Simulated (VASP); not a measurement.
# BN (P6_3mc) in VASP: phonons with r2SCAN

Aim: the phonons of BN with r2SCAN.

Program: VASP 6.6.1. These are calculated values, not measurements. Logs are shortened: lines on timing, memory, paths and dates and some standing lists are left out, and cuts for length are marked.

## 1. The cell of the first run

Symmetry: P6_3mc, No. 186, hexagonal system. The conventional cell has a = 2.544 Å, b = 2.544 Å, c = 4.208 Å, α = 90.00°, β = 90.00°, γ = 120.00°. B (site symmetry 3m) has 4 N at 1.56 to 1.58 Å within 2.1 Å. Within 2.1 Å of N (site symmetry 3m) lie 4 B at 1.56 to 1.58 Å.

## 2. Phonons, r2SCAN

INCAR

```
SYSTEM = BN
PREC     = Accurate       ! precision mode
ENCUT    = 520            ! plane-wave cutoff, eV
EDIFF    = 1E-8           ! SCF threshold, eV
ISMEAR   = 0              ! smearing method
SIGMA    = 0.05           ! smearing width, eV
LREAL    = .False.        ! projectors in reciprocal space
LASPH    = .True.         ! aspherical terms in the spheres
NELM     = 60             ! most SCF steps
ALGO     = Normal         ! electronic algorithm
ISIF     = 2              ! what is computed and relaxed
LWAVE    = .False.        ! write WAVECAR
LCHARG   = .True.         ! write CHGCAR
METAGGA  = R2SCAN         ! meta-GGA
LMIXTAU  = .True.       
NBANDS   = 16             ! bands
IBRION   = 6              ! ionic algorithm
NFREE    = 2            
POTIM    = 0.015          ! step
NSW      = 1              ! ionic steps
```

KPOINTS

```
Automatic mesh
0
Gamma
  12 12 6
  0 0 0
```

POSCAR

```
BN
1.0
    2.5439665234      0.0000000000      0.0000000000
   -1.2719832617      2.2031396356      0.0000000000
    0.0000000000      0.0000000000      4.2077449346
B N
2 2
Direct
    0.6666666667      0.3333333333      0.9997995909
    0.3333333333      0.6666666667      0.4997995909
    0.6666666667      0.3333333333      0.6252004091
    0.3333333333      0.6666666667      0.1252004091
```

Potentials or basis: VASP PAW PBE potentials, release 64 (B, N).

On the command line:

```console
$ cat potpaw_PBE.64/B/POTCAR potpaw_PBE.64/N/POTCAR > POTCAR
$ mpirun -np 1 vasp_std > vasp.out
```

OUTCAR:

```text
SYSTEM = BN
   PREC = Accurate
   ENCUT = 520
   EDIFF = 1E-8
   ISMEAR = 0
   LREAL = .False.
   LASPH = .True.
   NELM = 60
   ISIF = 2
   METAGGA = R2SCAN
   IBRION = 6
   NFREE = 2
   POTIM = 0.015
   NSW = 1

 ion  position               nearest neighbor table
   1  0.667  0.333  1.000-   4 1.56   4 1.56   4 1.56   3 1.58
   2  0.333  0.667  0.500-   3 1.56   3 1.56   3 1.56   4 1.58
   3  0.667  0.333  0.625-   2 1.56   2 1.56   2 1.56   1 1.58
   4  0.333  0.667  0.125-   1 1.56   1 1.56   1 1.56   2 1.58

  LATTYP: Found a hexagonal cell.
 ALAT       =     2.5439665234
 C/A-ratio  =     1.6540095539

  Lattice vectors:

 A1 = (   2.5439665234,   0.0000000000,   0.0000000000)
 A2 = (  -1.2719832617,   2.2031396356,   0.0000000000)
 A3 = (   0.0000000000,   0.0000000000,   4.2077449346)

Analysis of symmetry for initial positions (statically):
=====================================================================
 Subroutine PRICEL returns:
 Original cell was already a primitive cell.

 Routine SETGRP: Setting up the symmetry group for a
 hexagonal supercell.

 Subroutine GETGRP returns: Found 12 space group operations
 (whereof  6 operations were pure point group operations)
 out of a pool of 24 trial point group operations.

The static configuration has the point symmetry C_3v.
 The point group associated with its full space group is C_6v.

Analysis of symmetry for dynamics (positions and initial velocities):
=====================================================================
 Subroutine PRICEL returns:
 Original cell was already a primitive cell.

 Routine SETGRP: Setting up the symmetry group for a
 hexagonal supercell.

 Subroutine GETGRP returns: Found 12 space group operations
 (whereof  6 operations were pure point group operations)
 out of a pool of 24 trial point group operations.

The dynamic configuration has the point symmetry C_3v.
 The point group associated with its full space group is C_6v.

[... 159 lines left out ...]
  -------------------------------------------------------------------------------------
  Total        0.1646485      0.1646485      0.1640675      0.0000000      0.0000000      0.0000000
  in kB       11.1857582     11.1857582     11.1462892      0.0000000      0.0000000      0.0000000
  external PRESSURE =      11.1726019 kB  Pullay stress =       0.0000000 kB
[... 291 lines left out ...]
--------------------------------------- Ionic step        9  -------------------------------------------

 number of electron      16.0000000 magnetization

 Free energy of the ion-electron system (eV)
  ---------------------------------------------------
  ext. energy  EPLUGINS =         0.00000000
  ---------------------------------------------------
  free energy    TOTEN  =       -38.26181530 eV

  energy without entropy =      -38.26181530  energy(sigma->0) =      -38.26181530

 E-fermi :   7.6471     XC(G=0): -13.6450

 val. band max:        7.3884723358   @ k =   0.0000   0.0000   0.0000
 cond. band min:      13.2273429025   @ k =   0.3333   0.3333   0.0000
 fundamental gap:      5.8388705667
 Fermi energy:         7.6471437907

 k-point     1 :       0.0000    0.0000    0.0000
  band No.  band energies     occupation
      1     -14.0676      2.00000
      2      -9.8238      2.00000
      3      -3.8832      2.00000
      4       5.1965      2.00000
      5       5.1965      2.00000
      6       7.2365      2.00000
[... 433 lines left out ...]
      3      -1.7443      2.00000
      4      -0.2305      2.00000
      5       1.1364      2.00000
      6       2.9300      2.00000
[... 8 lines left out ...]
     15      24.6824      0.00000
     16      24.9245      0.00000

 [... further k-points ...]
[... 5 lines left out ...]
  --------------------------------------------------------------------------------------
  -------------------------------------------------------------------------------------
  Total        0.1795665      0.1795665      0.1880798     -0.0000000      0.0000000     -0.0000000
  in kB       12.1992513     12.1992513     12.7776175     -0.0000000      0.0000000     -0.0000000
  external PRESSURE =      12.3920401 kB  Pullay stress =       0.0000000 kB
[... 19 lines left out ...]
  FREE ENERGIE OF THE ION-ELECTRON SYSTEM (eV)
  ---------------------------------------------------
  free  energy   TOTEN  =       -38.2618153044 eV

  energy  without entropy=      -38.2618153044  energy(sigma->0) =      -38.26181530

 INTERNAL STRAIN TENSORS FROM DISPLACED ATOMS
 ============================================

 INTERNAL STRAIN TENSOR FOR ION    1 for displacements in x,y,z  (eV/Angst):
          X           Y           Z          XY          YZ          ZX
  --------------------------------------------------------------------------------
  x     0.00000     0.00000     0.00000     1.74210    -0.00000     2.19089
  y     1.74210    -1.74210     0.00000     0.00000     2.19089     0.00000
  z     0.79004     0.79004     0.72802     0.00000     0.00000     0.00000

 INTERNAL STRAIN TENSOR FOR ION    4 for displacements in x,y,z  (eV/Angst):
          X           Y           Z          XY          YZ          ZX
  --------------------------------------------------------------------------------
  x    -0.00000     0.00000     0.00000    -4.37798     0.00000    -2.19084
  y    -4.37798     4.37798    -0.00000     0.00000    -2.19084     0.00000
  z    -0.78873    -0.78873    -0.72994     0.00000     0.00000     0.00000

 Eigenvectors and eigenvalues of the dynamical matrix
 ----------------------------------------------------

   1 f  =   34.326478 THz   215.679624 2PiTHz 1145.008067 cm-1   141.962843 meV
             X         Y         Z           dx          dy          dz
      1.271983  0.734380  4.206902    -0.000000    0.000000   -0.608037
     -0.000000  1.468760  2.103029    -0.000000    0.000000    0.608037
      1.271983  0.734380  2.630684    -0.000000   -0.000000   -0.360959
     -0.000000  1.468760  0.526811     0.000000   -0.000000    0.360959
[... 71 lines left out ...]
  12 f/i=    0.001196 THz     0.007516 2PiTHz    0.039901 cm-1     0.004947 meV
             X         Y         Z           dx          dy          dz
      1.271983  0.734380  4.206902     0.005790   -0.466737    0.000000
     -0.000000  1.468760  2.103029     0.005790   -0.466737    0.000000
      1.271983  0.734380  2.630684     0.006588   -0.531112    0.000000
     -0.000000  1.468760  0.526811     0.006588   -0.531112    0.000000

 ELASTIC MODULI CONTR FROM IONIC RELAXATION (kBar)
 Direction    XX          YY          ZZ          XY          YZ          ZX
 --------------------------------------------------------------------------------
 XX        -107.4228    100.2345     -3.3191      0.0000      0.0000     -0.0000
 YY         100.2345   -107.4228     -3.3191     -0.0000      0.0000      0.0000
 ZZ          -3.3191     -3.3191     -3.0651      0.0000     -0.0000     -0.0000
 XY           0.0000     -0.0000      0.0000   -103.8286     -0.0000     -0.0000
 YZ          -0.0000      0.0000     -0.0000     -0.0000    -25.9820     -0.0000
 ZX          -0.0000      0.0000     -0.0000     -0.0000     -0.0000    -25.9820
 --------------------------------------------------------------------------------
```

OSZICAR:

```text
N       E                     dE             d eps       ncg     rms          rms(c)
DAV:   1     0.331437497527E+02    0.33144E+02   -0.86108E+03  2440   0.101E+03
DAV:   2    -0.424008291710E+02   -0.75545E+02   -0.70993E+02  3488   0.239E+02
DAV:   3    -0.447702843699E+02   -0.23695E+01   -0.23637E+01  2808   0.384E+01
[... 143 lines left out ...]
DAV:  10    -0.382618155807E+02   -0.23458E-06   -0.15815E-07  4272   0.346E-03    0.350E-04
DAV:  11    -0.382618152586E+02    0.32211E-06   -0.44734E-09  1880   0.811E-04    0.224E-04
DAV:  12    -0.382618153410E+02   -0.82475E-07   -0.32346E-09  1608   0.670E-04    0.288E-05
DAV:  13    -0.382618152968E+02    0.44263E-07   -0.14483E-09  1600   0.399E-04    0.262E-05
DAV:  14    -0.382618153044E+02   -0.76088E-08   -0.13508E-10  1600   0.138E-04
   9 F= -.38261815E+02 E0= -.38261815E+02  d E =-.155338E-15
```

stdout:

```text
POSCAR found type information on POSCAR B N
 POSCAR found :  2 types and       4 ions
 scaLAPACK will be used
 -----------------------------------------------------------------------------
|                                                                             |
|                                                                             |
|     You enforced a specific xc type in the INCAR file but a different       |
|     I HOPE YOU KNOW WHAT YOU ARE DOING!                                     |
|                                                                             |
 -----------------------------------------------------------------------------

 LDA part: xc-table for (None), standard interpolation
 POSCAR, INCAR and KPOINTS ok, starting setup
 FFT: planning ... GRIDC
 FFT: planning ... GRID_SOFT
 FFT: planning ... GRID
 WAVECAR not read
 entering main loop
 Found     4 degrees of freedom:
 Finite differences POTIM= 0.01500 DOF=   4
 bond charge predicted
 Finite differences progress:
 bond charge predicted
 Finite differences progress:
 bond charge predicted
 Finite differences progress:
 bond charge predicted
 Finite differences progress:
 bond charge predicted
 Finite differences progress:
 bond charge predicted
 Finite differences progress:
 bond charge predicted
 Finite differences progress:
 bond charge predicted
 Finite differences progress:
```

Run time: 28 min. Hardware: 1 thread of Intel Xeon Platinum 8488C (Sapphire Rapids), shared host; peak memory 0.34 GiB.

Results:

```
Highest phonon frequency at Γ, LO-TO splitting left out : 1145 cm⁻¹
```

Phonon frequencies in cm⁻¹ (negative: imaginary):
| q point | frequencies |
| --- | --- |
| (0.000, 0.000, 0.000) | 0 0 0 486 486 954 954 978 1025 1058 1058 1145 |

Caveat: the cell stands under pressure or tension, which shifts response properties; the PAW data sets were made with another functional, which shifts forces and pressure a little.
